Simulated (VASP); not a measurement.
# AlRu (rocksalt type) (Fm-3m) in VASP: a series of runs

The runs below take AlRu (rocksalt type) through relaxation of cell and atoms, with PBE.

Everything below comes from runs of VASP 6.6.1. Logs are shortened: lines on timing, memory, paths and dates and some standing lists are left out, and cuts for length are marked.

## 1. The cell of the first run

It takes space group Fm-3m (No. 225, cubic). Conventional cell: a = 4.244 Å, b = 4.244 Å, c = 4.244 Å, α = 90.00°, β = 90.00°, γ = 90.00°. Within 2.8 Å of Ru (site symmetry m-3m) lie 6 Al at 2.12 Å. Within 2.8 Å of Al (site symmetry m-3m) lie 6 Ru at 2.12 Å.

## 2. Relaxation of cell and atoms, PBE, target pressure 190 GPa, at which the enthalpy is minimised

INCAR reads:

```
PREC = Accurate
ENCUT = 600
EDIFF = 1E-7
ISMEAR = -1
SIGMA = 0.1
LREAL = False
LASPH = True
NELM = 100
ALGO = Normal
ISIF = 3
LWAVE = False
LCHARG = False
GGA = PE
IBRION = 2
NSW = 32
EDIFFG = -0.005
PSTRESS = 1900.0
```

KPOINTS reads:

```
regular mesh
0
Gamma
  15 15 15
```

POSCAR reads:

```
AlRu
1.0
    0.0000000000      2.1217598187      2.1217598187
    2.1217598187      0.0000000000      2.1217598187
    2.1217598187      2.1217598187      0.0000000000
Ru Al
1 1
Direct
    0.0000000000      0.0000000000      0.0000000000
    0.5000000000      0.5000000000      0.5000000000
```

Potentials or basis: VASP PAW PBE potentials, release 64 (Ru_pv, Al).

The run is started by

```
$ cat potpaw_PBE.64/Ru_pv/POTCAR potpaw_PBE.64/Al/POTCAR > POTCAR
$ mpirun -np 1 vasp_std > vasp.out
```

OUTCAR:

```text
PREC = Accurate
   ENCUT = 600
   EDIFF = 1E-7
   ISMEAR = -1
   LREAL = False
   LASPH = True
   NELM = 100
   ISIF = 3
   GGA = PE
   IBRION = 2
   NSW = 32
   EDIFFG = -0.005
   PSTRESS = 1900.0

 ion  position               nearest neighbor table
   1  0.000  0.000  0.000-   2 2.12   2 2.12   2 2.12   2 2.12   2 2.12   2 2.12
   2  0.500  0.500  0.500-   1 2.12   1 2.12   1 2.12   1 2.12   1 2.12   1 2.12

  LATTYP: Found a face centered cubic cell.
 ALAT       =     4.2435196374

  Lattice vectors:

 A1 = (   0.0000000000,   2.1217598187,   2.1217598187)
 A2 = (   2.1217598187,   0.0000000000,   2.1217598187)
 A3 = (   2.1217598187,   2.1217598187,   0.0000000000)

Analysis of symmetry for initial positions (statically):
=====================================================================
 Subroutine PRICEL returns:
 Original cell was already a primitive cell.

 Routine SETGRP: Setting up the symmetry group for a
 face centered cubic supercell.

 Subroutine GETGRP returns: Found 48 space group operations
 (whereof 48 operations were pure point group operations)
 out of a pool of 48 trial point group operations.

The static configuration has the point symmetry O_h .

Analysis of symmetry for dynamics (positions and initial velocities):
=====================================================================
 Subroutine PRICEL returns:
 Original cell was already a primitive cell.

 Routine SETGRP: Setting up the symmetry group for a
 face centered cubic supercell.

 Subroutine GETGRP returns: Found 48 space group operations
 (whereof 48 operations were pure point group operations)
 out of a pool of 48 trial point group operations.

The dynamic configuration has the point symmetry O_h .

 Subroutine INISYM returns: Found 48 space group operations
 (whereof 48 operations are pure point group operations),
 and found     1 'primitive' translations

----------------------------------------------------------------------------------------

                                     Primitive cell

  volume of cell :      19.1038

  direct lattice vectors                    reciprocal lattice vectors
     0.000000000  2.121759819  2.121759819    -0.235653440  0.235653440  0.235653440
     2.121759819  0.000000000  2.121759819     0.235653440 -0.235653440  0.235653440
     2.121759819  2.121759819  0.000000000     0.235653440  0.235653440 -0.235653440

  length of vectors
     3.000621512  3.000621512  3.000621512     0.408163731  0.408163731  0.408163731

  position of ions in fractional coordinates (direct lattice)
     0.000000000  0.000000000  0.000000000
     0.500000000  0.500000000  0.500000000

  ion indices of the primitive-cell ions
   primitive index   ion index
                 1           1
                 2           2

----------------------------------------------------------------------------------------

 KPOINTS: regular mesh

Automatic generation of k-mesh.
 Grid dimensions read from file:
 generate k-points for:   15   15   15

 Generating k-lattice:

  Cartesian coordinates                     Fractional coordinates (reciprocal lattice)
    -0.015710229  0.015710229  0.015710229     0.066666667  0.000000000  0.000000000
     0.015710229 -0.015710229  0.015710229     0.000000000  0.066666667  0.000000000
     0.015710229  0.015710229 -0.015710229     0.000000000  0.000000000  0.066666667

  Length of vectors
     0.027210915  0.027210915  0.027210915

  Shift w.r.t. Gamma in fractional coordinates (k-lattice)
     0.000000000  0.000000000  0.000000000

 Subroutine IBZKPT returns following result:
 ===========================================

 Found    120 irreducible k-points:

 Following reciprocal coordinates:
            Coordinates               Weight
  0.000000  0.000000  0.000000      1.000000
  0.066667  0.000000  0.000000      8.000000
  0.133333  0.000000  0.000000      8.000000
  0.200000  0.000000  0.000000      8.000000
  0.266667  0.000000  0.000000      8.000000
  0.333333  0.000000  0.000000      8.000000
[... 16 lines left out ...]
  0.133333  0.133333  0.000000      6.000000
  0.200000  0.133333  0.000000     24.000000
 [... further k-points ...]
   k-points           NKPTS =    120   k-points in BZ     NKDIM =    120   number of bands    NBANDS=     12
   number of dos      NEDOS =    301   number of ions     NIONS =      2
   total plane-waves  NPLWV =  13824
   dimension x,y,z NGX =    24 NGY =   24 NGZ =   24
   dimension x,y,z NGXF=    48 NGYF=   48 NGZF=   48
   ions per type =               1   1
   NGX,Y,Z   is equivalent  to a cutoff of  13.30, 13.30, 13.30 a.u.
   NGXF,Y,Z  is equivalent  to a cutoff of  26.59, 26.59, 26.59 a.u.
 SYSTEM =  unknown system
   PREC   = accura    normal or accurate (medium, high low for compatibility)
   ISTART =      0    job   : 0-new  1-cont  2-samecut
   ICHARG =      2    charge: 1-file 2-atom 10-const
   ISPIN  =      1    spin polarized calculation?
   LNONCOLLINEAR =      F non collinear calculations
   LSORBIT =      F    spin-orbit coupling
   LASPH  =      T    aspherical Exc in radial PAW
   ENCUT  =  600.0 eV  44.10 Ry    6.64 a.u.   5.99  5.99  5.99*2*pi/ulx,y,z
   NELM   =    100;   NELMIN=  2; NELMDL= -5     # of ELM steps
   EDIFF  = 0.1E-06   stopping-criterion for ELM
   LREAL  =      F    real-space projection
   EDIFFG = -.5E-02   stopping-criterion for IOM
   NSW    =     32    number of steps for IOM
   IBRION =      2    ionic relax: 0-MD 1-quasi-New 2-CG
   NFREE  =      1    steps in history (QN), initial steepest desc. (CG)
   ISIF   =      3    stress and relaxation
   ISYM   =      2    0-nonsym 1-usesym 2-fastsym
   POTIM  = 0.5000    time-step for ionic-motion
   TEBEG  =    0.0;   TEEND  =   0.0 temperature during run
   PSTRESS= 1900.0 pullay stress
   NELECT =      17.0000    total number of electrons
   NUPDOWN=      -1.0000    fix difference up-down
   EMIN   =  10.00;   EMAX   =-10.00  energy-range for DOS
   EFERMI =   0.00;   METHOD = LEGACY
   ISMEAR =    -1;   SIGMA  =   0.10  broadening in eV -4-tet -1-fermi 0-gaus
   EFERMI_NEDOS =   21; number of points for ismear=-14 and -15
   IALGO  =     38    algorithm
   IMIX   =      4    mixing-type and parameters
     AMIX     =   0.40;   BMIX     =  1.00
     AMIX_MAG =   1.60;   BMIX_MAG =  1.00
  volume/ion in A,a.u.               =       9.55        64.46
  Fermi-wavevector in a.u.,A,eV,Ry     =   1.574653  2.975663 33.736090  2.479533
  Thomas-Fermi vector in A             =   2.675755
   LORBIT       =      0    0 simple, 1 ext, 2 COOP (PROOUT), +10 PAW based schemes
   GGA     = PE    functional components
   LHFCALC =     F    Hartree Fock is set to
   AEXX    =    0.0000 exact exchange contribution
   IVDW    =     0    specifies the selected vdW correction
   LEPSILON=     F    determine dielectric tensor
   LRPA    =     F    only Hartree local field effects (RPA)
 conjugate gradient relaxation of ions
 non-spin polarized calculation
  energy-cutoff  :      600.00
  volume of cell :       19.10
 maximum number of plane-waves:       650
   NGX = 11   NGY = 11   NGZ = 11

--------------------------------------- Ionic step        1  -------------------------------------------

 number of electron      16.9999999 magnetization

 Free energy of the ion-electron system (eV)
  ---------------------------------------------------
  ext. energy  EPLUGINS =         0.00000000
  ---------------------------------------------------
  free energy    TOTEN  =        -8.04665066 eV

  energy without entropy =       -8.02324074  energy(sigma->0) =       -8.03494570

------------------------ aborting loop because EDIFF is reached ----------------------------------------

  FORCE on cell =-STRESS in cart. coord.  units (eV):
  Direction    XX          YY          ZZ          XY          YZ          ZX
  --------------------------------------------------------------------------------------
  -------------------------------------------------------------------------------------
  Total       22.8126844     22.8126844     22.8126844      0.0000000      0.0000000     -0.0000000
  in kB     1913.2350043   1913.2350043   1913.2350043      0.0000000      0.0000000     -0.0000000
  external PRESSURE =      13.2350043 kB  Pullay stress =    1900.0000000 kB

 VOLUME and BASIS-vectors are now :
 -----------------------------------------------------------------------------
  energy-cutoff  :      600.00
  volume of cell :       19.10
      direct lattice vectors                 reciprocal lattice vectors
     0.000000000  2.121759819  2.121759819    -0.235653440  0.235653440  0.235653440
     2.121759819  0.000000000  2.121759819     0.235653440 -0.235653440  0.235653440
     2.121759819  2.121759819  0.000000000     0.235653440  0.235653440 -0.235653440
[... 46 lines left out ...]
  FREE ENERGIE OF THE ION-ELECTRON SYSTEM (eV)
  ---------------------------------------------------
  free  energy   TOTEN  =        -8.3020193906 eV

  energy  without entropy=       -8.2779640044  energy(sigma->0) =       -8.28999170

  enthalpy is  TOTEN    =        14.6125537951 eV   P V=       22.9145731856

--------------------------------------- Ionic step        3  -------------------------------------------

 number of electron      16.9999999 magnetization

 Free energy of the ion-electron system (eV)
  ---------------------------------------------------
  ext. energy  EPLUGINS =         0.00000000
  ---------------------------------------------------
  free energy    TOTEN  =        -8.08456588 eV

  energy without entropy =       -8.06106332  energy(sigma->0) =       -8.07281460

 E-fermi :  16.9111     XC(G=0): -14.2876

 val. band max:       16.9091843269   @ k =  -0.2667   0.4667   0.2000
 cond. band min:      16.9131479143   @ k =  -0.3333   0.4667   0.1333
 fundamental gap:      0.0039635874
 Fermi energy:        16.9110676769

 k-point     1 :       0.0000    0.0000    0.0000
  band No.  band energies     occupation
      1     -25.5725      2.00000
      2     -25.5725      2.00000
      3     -25.5725      2.00000
      4       4.8193      2.00000
      5      12.5018      2.00000
      6      12.5018      2.00000
      7      12.5018      2.00000
      8      13.4411      2.00000
      9      13.4411      2.00000
     10      26.3345      0.00000
     11      26.3345      0.00000
     12      26.3345      0.00000

 k-point     2 :       0.0667    0.0000    0.0000
  band No.  band energies     occupation
      1     -25.5936      2.00000
      2     -25.5761      2.00000
      3     -25.5761      2.00000
      4       4.9613      2.00000
      5      12.4008      2.00000
      6      12.5688      2.00000
      7      12.5688      2.00000
      8      13.4113      2.00000
      9      13.4113      2.00000
     10      26.1358      0.00000
     11      26.5432      0.00000
     12      26.5432      0.00000
[... 316 lines left out ...]
 k-point    24 :       0.2000    0.1333    0.0000
  band No.  band energies     occupation
      1     -25.7130      2.00000
      2     -25.6160      2.00000
      3     -25.6139      2.00000
      4       6.0233      2.00000
      5      11.6149      2.00000
      6      12.5319      2.00000
      7      13.0770      2.00000
      8      13.3096      2.00000
      9      13.9045      2.00000
     10      25.8173      0.00000
     11      26.4857      0.00000
     12      27.8382      0.00000

 [... further k-points ...]

------------------------ aborting loop because EDIFF is reached ----------------------------------------

  FORCE on cell =-STRESS in cart. coord.  units (eV):
  Direction    XX          YY          ZZ          XY          YZ          ZX
  --------------------------------------------------------------------------------------
  -------------------------------------------------------------------------------------
  Total       22.6933223     22.6933223     22.6933223     -0.0000000      0.0000000     -0.0000000
  in kB     1900.0552925   1900.0552925   1900.0552925     -0.0000000      0.0000000     -0.0000000
  external PRESSURE =       0.0552925 kB  Pullay stress =    1900.0000000 kB

 VOLUME and BASIS-vectors are now :
 -----------------------------------------------------------------------------
  energy-cutoff  :      600.00
  volume of cell :       19.14
      direct lattice vectors                 reciprocal lattice vectors
     0.000000000  2.122938807  2.122938807    -0.235522568  0.235522568  0.235522568
     2.122938807  0.000000000  2.122938807     0.235522568 -0.235522568  0.235522568
     2.122938807  2.122938807  0.000000000     0.235522568  0.235522568 -0.235522568

 POSITION                                       TOTAL-FORCE (eV/Angst)
 -----------------------------------------------------------------------------------
      0.00000      0.00000      0.00000         0.000000     -0.000000      0.000000
      2.12294      2.12294      2.12294         0.000000      0.000000     -0.000000
 -----------------------------------------------------------------------------------
    total drift:                                0.000000     -0.000000     -0.000000

  FREE ENERGIE OF THE ION-ELECTRON SYSTEM (eV)
  ---------------------------------------------------
  free  energy   TOTEN  =        -8.0845658773 eV

  energy  without entropy=       -8.0610633225  energy(sigma->0) =       -8.07281460

  enthalpy is  TOTEN    =        14.6080959915 eV   P V=       22.6926618687

 reached required accuracy - stopping structural energy minimisation
```

It took 69 s on 1 thread of Intel Xeon 8259CL, shared host; peak memory 0.17 GiB.

Results:

| Property | Result |
| --- | --- |
| Free energy | -8.0846 eV |
| Relaxed volume | 9.57 Å³/atom |
| Relaxed cell | a = 3.002 Å, b = 3.002 Å, c = 3.002 Å, α = 60.00°, β = 60.00°, γ = 60.00° |
| Space group after relaxing (to 0.1 Å) | Fm-3m (No. 225) |
| Energy change on relaxing (the run minimises the enthalpy) | -19.0 meV/atom |
| Ionic steps | 3 |
| Pressure after relaxing | 190.0 GPa |
| Band gap on the k mesh | zero (an odd number of electrons rules out a gap without spin polarisation) |

The path:
```
step  energy change (eV)  largest force (eV/Å)  pressure (GPa)  volume (Å³)
   1              0.0000                0.0000          191.32        19.10
   2             -0.2554                0.0000          182.44        19.32
   3             -0.0379                0.0000          190.01        19.14
```

Final structure:
```yaml
crystal:
  lattice:
    - [0.00000, 2.12294, 2.12294]
    - [2.12294, 0.00000, 2.12294]
    - [2.12294, 2.12294, 0.00000]
  atoms:
    - { symbol: Ru, position: [0.00000, 0.00000, 0.00000] }
    - { symbol: Al, position: [0.50000, 0.50000, 0.50000] }
```

Caveat: the cell is relaxed towards a set pressure, so the run minimises the enthalpy, not the energy.

## 3. Relaxation of cell and atoms, PBE, target pressure 190 GPa, at which the enthalpy is minimised

This run uses another cell than the first one, of 9.60 Å³/atom.

INCAR reads:

```
SYSTEM = AlRu
PREC     = Accurate       ! precision mode
ENCUT    = 600            ! plane-wave cutoff, eV
EDIFF    = 1E-6           ! SCF threshold, eV
ISMEAR   = -1             ! smearing method
SIGMA    = 0.1            ! smearing width, eV
LREAL    = .False.        ! projectors in reciprocal space
LASPH    = .True.         ! aspherical terms in the spheres
NELM     = 100            ! most SCF steps
ALGO     = Normal         ! electronic algorithm
ISIF     = 3              ! what is computed and relaxed
LWAVE    = .False.        ! write WAVECAR
LCHARG   = .False.        ! write CHGCAR
GGA      = PE             ! functional
IBRION   = 2              ! ionic algorithm
NSW      = 60             ! ionic steps
EDIFFG   = -0.005         ! ionic threshold
PSTRESS  = 1900.0
```

KPOINTS reads:

```
Automatic mesh
0
Gamma
  15 15 15
  0 0 0
```

POSCAR reads:

```
AlRu
1.0
    0.0000000000      2.1256510175      2.1256510175
    2.1256510175      0.0000000000      2.1256510175
    2.1256510175      2.1256510175      0.0000000000
Ru Al
1 1
Direct
    0.0000000000      0.0000000000      0.0000000000
    0.5000000000      0.5000000000      0.5000000000
```

Potentials or basis: VASP PAW PBE potentials, release 64 (Ru_pv, Al).

The run is started by

```
$ cat potpaw_PBE.64/Ru_pv/POTCAR potpaw_PBE.64/Al/POTCAR > POTCAR
$ mpirun -np 1 vasp_std > vasp.out
```

Wall time 59 s (1 thread of Intel Xeon 8259CL, shared host); peak memory 0.17 GiB.

The run converged. Its results:

```
Free energy                                                : -8.0855 eV
Relaxed volume                                             : 9.57 Å³/atom
Relaxed cell                                               : a = 3.002 Å, b = 3.002 Å, c = 3.002 Å, α = 60.00°, β = 60.00°, γ = 60.00°
Space group after relaxing (to 0.1 Å)                      : Fm-3m (No. 225)
Energy change on relaxing (the run minimises the enthalpy) : +42.8 meV/atom
Ionic steps                                                : 3
Pressure after relaxing                                    : 190.0 GPa
Band gap on the k mesh                                     : zero (an odd number of electrons rules out a gap without spin polarisation)
```

Step by step:
```tsv
step	energy change (eV)	largest force (eV/Å)	pressure (GPa)	volume (Å³)
1	0.0000	0.0000	187.01	19.21
2	0.6094	0.0000	208.18	18.71
3	0.0856	0.0000	189.98	19.14
```

Final structure:
```cif
data_structure
_symmetry_space_group_name_H-M 'P 1'
_symmetry_Int_Tables_number 1
_cell_length_a 3.0023
_cell_length_b 3.0023
_cell_length_c 3.0023
_cell_angle_alpha 60.000
_cell_angle_beta 60.000
_cell_angle_gamma 60.000
_cell_volume 19.14
loop_
_atom_site_label
_atom_site_type_symbol
_atom_site_fract_x
_atom_site_fract_y
_atom_site_fract_z
_atom_site_occupancy
Ru1 Ru 0.00000 0.00000 0.00000 1
Al1 Al 0.50000 0.50000 0.50000 1
```

Levels at points of the mesh, in eV from the Fermi level:
```csv
k point,band 6,band 7,band 8,band 9,band 10,band 11,band 12
"(0.00, 0.00, 0.00)",-4.41,-4.41,-3.47,-3.47,9.42,9.42,9.44
```

Caveat: the cell is relaxed towards a set pressure, so the run minimises the enthalpy, not the energy.
